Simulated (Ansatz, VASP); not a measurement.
**KF in VASP and in Ansatz**

```xyz
2
Lattice="3.2915 0.0000 0.0000 0.0000 3.2915 0.0000 0.0000 0.0000 3.2590" Properties=species:S:1:pos:R:3 pbc="T T T"
K     0.0000    0.0000    0.0000
F     1.6458    1.6458    1.6295
```

Change from the starting cell: x and y stretched by +1 %, z held.

Alike in both runs: task single point; functional LDA; k mesh 9 × 9 × 9; occupations fermi-dirac, width 0.02 eV; no spin polarisation.

|  | VASP | Ansatz |
| --- | --- | --- |
| version | VASP 6.6.1 | Ansatz 0.2.0 |
| potentials or method | VASP PAW LDA potentials, release 64 (K_sv, F), cutoff 520 eV | all-electron LAPW, scalar-relativistic |

|  | VASP | Ansatz | Ansatz less VASP |
| --- | --- | --- | --- |
| gap on the k mesh at the Fermi level (eV) | 5.77 | 5.77 | +0.006 |
| pressure (GPa) | -6.1 | -6.1 | -0.04 |
| traceless stress, the component that is largest in VASP (GPa) | 0.53 | 0.53 | -0.002 |

LDA's correlation is that of Perdew and Zunger in VASP and of Perdew and Wang (1992) in Ansatz. Ansatz ran all-electron here, and VASP with PAW potentials.
